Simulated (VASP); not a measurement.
A run of VASP 6.6.1:

The input POSCAR:

```
HfO2
1.0
    0.0000000000      2.5931706045      2.5931706045
    2.5931706045      0.0000000000      2.5931706045
    2.5931706045      2.5931706045      0.0000000000
Hf O
1 2
Direct
    0.0000000000      0.0000000000      0.0000000000
    0.2500000000      0.2500000000      0.2500000000
    0.7500000000      0.7500000000      0.7500000000
```

The input INCAR.step1:

```
PREC = Accurate ; ENCUT = 520
EDIFF = 1E-5 ; ISMEAR = 0
SIGMA = 0.01 ; LREAL = F
LASPH = T ; NELM = 100
ALGO = Normal ; ISIF = 2
LWAVE = T ; LCHARG = F
GGA = PE ; NBANDS = 18
```

The input INCAR.step2:

```
PREC = Accurate ; ENCUT = 520
EDIFF = 1E-6 ; ISMEAR = 0
SIGMA = 0.01 ; LREAL = F
LASPH = T ; NELM = 100
ALGO = Normal ; ISIF = 2
LWAVE = F ; LCHARG = F
GGA = PE ; LHFCALC = T
HFSCREEN = 0.2079 ; PRECFOCK = Normal
ISTART = 1 ; NBANDS = 18
```

Contents of KPOINTS:

```
Automatic mesh
0
Gamma
  6 6 6
```

Potentials or basis: VASP PAW PBE potentials, release 64 (Hf_pv, O).

The run is started by

```sh
$ cat potpaw_PBE.64/Hf_pv/POTCAR potpaw_PBE.64/O/POTCAR > POTCAR
$ cp INCAR.step1 INCAR
$ mpirun -np 1 vasp_std > vasp.out
$ cp INCAR.step2 INCAR
$ mpirun -np 1 vasp_std > vasp.out
```

Hardware: 1 thread of Oxide Virtual Turin-like Processor, on a shared host.

Question: Estimate the wall time of this run.

Answer: Wall time 72 min on 1 thread of Oxide Virtual Turin-like Processor (shared host), peak memory 0.25 GiB. Counts: k points 16.
